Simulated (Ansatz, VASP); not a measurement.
PbSe in VASP and in Ansatz

```
Pb Se
1.0
     3.78432    0.00000    0.00000
     0.00000    3.78432    0.00000
     0.00000    0.00000    3.78432
Pb Se
1 1
Direct
  0.00000 0.00000 0.00000
  0.50000 0.50000 0.50000
```

Alike in both runs: task single point; functional PBE; k mesh 4 × 4 × 4; occupations fermi-dirac, width 0.03 eV; no spin polarisation.

|  | VASP | Ansatz |
| --- | --- | --- |
| version | VASP 6.6.1 | Ansatz 0.2.0 |
| potentials or method | VASP PAW PBE potentials, release 64 (Pb_d, Se), cutoff 500 eV | all-electron LAPW, scalar-relativistic |

|  | VASP | Ansatz | Ansatz less VASP |
| --- | --- | --- | --- |
| gap on the k mesh at the Fermi level (eV) | none | none | - |
| pressure (GPa) | 0.5 | 0.5 | +0.03 |

A gap of «none» marks a metal or a gap that the smearing closes. Ansatz ran all-electron here, and VASP with PAW potentials.

The k mesh is coarse, so the values compare programs but aren't converged. Spin-orbit coupling is off throughout. Noted on Ansatz's run: the k mesh is thin for a metal, which can move the energy by tens of meV per atom.
